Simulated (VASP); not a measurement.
SrO, 2 atoms in the cell. Symmetry: P4/mmm, No. 123, tetragonal system. The conventional cell has a = 3.051 Å, b = 3.051 Å, c = 3.103 Å, α = 90.00°, β = 90.00°, γ = 90.00°. Within 3.5 Å of Sr (site symmetry 4/mmm) lie 8 O at 2.66 Å and 6 Sr at 3.05 to 3.10 Å. Within 3.5 Å of O (site symmetry 4/mmm) lie 8 Sr at 2.66 Å and 6 O at 3.05 to 3.10 Å.  This cell differs from its parent crystal: biaxial xy strain -1.7%.

- Program: VASP 6.6.1
- Task: single point
- Functional: r2SCAN
- Potentials or basis: VASP PAW PBE potentials, release 64 (Sr_sv, O)
- Cutoff: 520 eV
- k mesh: 8 × 8 × 8
- Occupations: gaussian, width 0.01 eV
- Spin: no spin polarisation
- Dipole correction: no
- Further INCAR settings: ALGO = Normal; EDIFF = 1e-06; NBANDS = 15

Potentials or basis: VASP PAW PBE potentials, release 64 (Sr_sv, O).

Run with:

```sh
$ cat potpaw_PBE.64/Sr_sv/POTCAR potpaw_PBE.64/O/POTCAR > POTCAR
$ cp INCAR.step1 INCAR
$ mpirun -np 1 vasp_std > vasp.out
$ cp INCAR.step2 INCAR
$ mpirun -np 1 vasp_std > vasp.out
```

Hardware: 1 thread of Intel(R) Xeon(R) Platinum 8259CL CPU @ 2.50GHz (Skylake/Cascade Lake) (shared host).

Q: Estimate the wall time of this run.

A: Run time: 84 s on 1 thread of Intel(R) Xeon(R) Platinum 8259CL CPU @ 2.50GHz (Skylake/Cascade Lake), with other jobs on the host, peak memory 0.16 GiB. Counts: k points 75.
